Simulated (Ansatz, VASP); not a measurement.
## One calculation of Re, two programs

```
CELL_PARAMETERS angstrom
2.77908 0.00000 0.00000
-1.38954 2.40676 0.00000
0.00000 0.00000 4.48773
ATOMIC_POSITIONS crystal
Re 0.66667 0.33333 0.75000
Re 0.33333 0.66667 0.25000
```

Alike in both runs: task single point; functional r2SCAN; dispersion D4; k mesh 11 × 11 × 6; occupations fermi-dirac, width 0.05 eV; no spin polarisation.

|  | VASP | Ansatz |
| --- | --- | --- |
| version | VASP 6.6.1 | Ansatz 0.2.0 |
| potentials or method | VASP PAW PBE potentials, release 64 (Re) | Ansatz PAW |
| plane-wave cutoff (eV) | 520 | 500 |
| valence electrons in the cell | 14 | 30 |

|  | VASP | Ansatz | Ansatz less VASP |
| --- | --- | --- | --- |
| gap on the k mesh at the Fermi level (eV) | none | none | - |
| pressure (GPa) | -9.7 | -9.6 | +0.11 |
| traceless stress, the component that is largest in VASP (GPa) | 0.60 | 0.74 | +0.143 |

VASP's potentials were made for PBE, not for r2SCAN. A gap of «none» marks a metal or a gap that the smearing closes. VASP's potentials hold 14 valence electrons a cell and Ansatz's 30, so a difference there can come from the potentials and not from the codes.

Neither program's run includes spin-orbit coupling.
